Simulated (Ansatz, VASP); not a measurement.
# ZnS in VASP and in Ansatz

The input POSCAR:

```
ZnS
1.0
    3.9463727220      0.0000000000      0.0000000000
   -1.9731863610      3.4176590300      0.0000000000
    0.0000000000      0.0000000000      5.8800538635
Zn S
2 2
Direct
    0.3333333333      0.6666666667      0.2500000000
    0.6666666667      0.3333333333      0.7500000000
    0.6666666667      0.3333333333      0.2500000000
    0.3333333333      0.6666666667      0.7500000000
```

Contents of INCAR.step1:

```
PREC = Accurate
ENCUT = 520
ISMEAR = 0
SIGMA = 0.01
LREAL = False
LASPH = True
NELM = 60
NBANDS = 26
GGA = PE
ALGO = Normal
EDIFF = 1E-4
LWAVE = True
LCHARG = False
```

File INCAR.step2:

```
PREC = Accurate
ENCUT = 520
EDIFF = 1E-6
ISMEAR = 0
SIGMA = 0.01
LREAL = False
LASPH = True
NELM = 60
ALGO = Normal
ISIF = 2
LWAVE = False
LCHARG = False
METAGGA = R2SCAN
LMIXTAU = True
NBANDS = 26
ISTART = 1
```

File KPOINTS:

```
regular mesh
0
Gamma
  6 6 4
```

Input for Ansatz:

```yaml
crystal:
  lattice:
    - [3.946372722, 0.0, 0.0]
    - [-1.973186361, 3.41765903, 0.0]
    - [0.0, 0.0, 5.8800538635]
  atoms:
    - { symbol: Zn, position: [0.3333333333, 0.6666666667, 0.25] }
    - { symbol: Zn, position: [0.6666666667, 0.3333333333, 0.75] }
    - { symbol: S, position: [0.6666666667, 0.3333333333, 0.25] }
    - { symbol: S, position: [0.3333333333, 0.6666666667, 0.75] }
kpoints:
  mp_grid: { grid: [6, 6, 4] }
hamiltonian:
  xc: r2scan
scf:
  occupations: { method: fixed }
output:
  optics:
    e_range: [0.5, 20]
    de: 0.1
    sigma: 0.4
    scissors: 0.6
    scheme: fermi_dirac
    bands: { spectra_wanted_up_to: 20 }
```

Alike in both runs: task single point; functional r2SCAN; k mesh 6 × 6 × 4; no spin polarisation.

```csv
,VASP,Ansatz
version,VASP 6.6.1,Ansatz 0.2.0
potentials or method,"VASP PAW PBE potentials, release 64 (Zn, S)","plane waves, PAW"
plane-wave cutoff (eV),520,500
occupations,"gaussian, width 0.01 eV",fixed
valence electrons in the cell,36,36
```

|  | VASP | Ansatz | Ansatz less VASP |
| --- | --- | --- | --- |
| gap on the k mesh at the Fermi level (eV) | 1.95 | 1.95 | -0.001 |

VASP's potentials were made for PBE, not for r2SCAN.
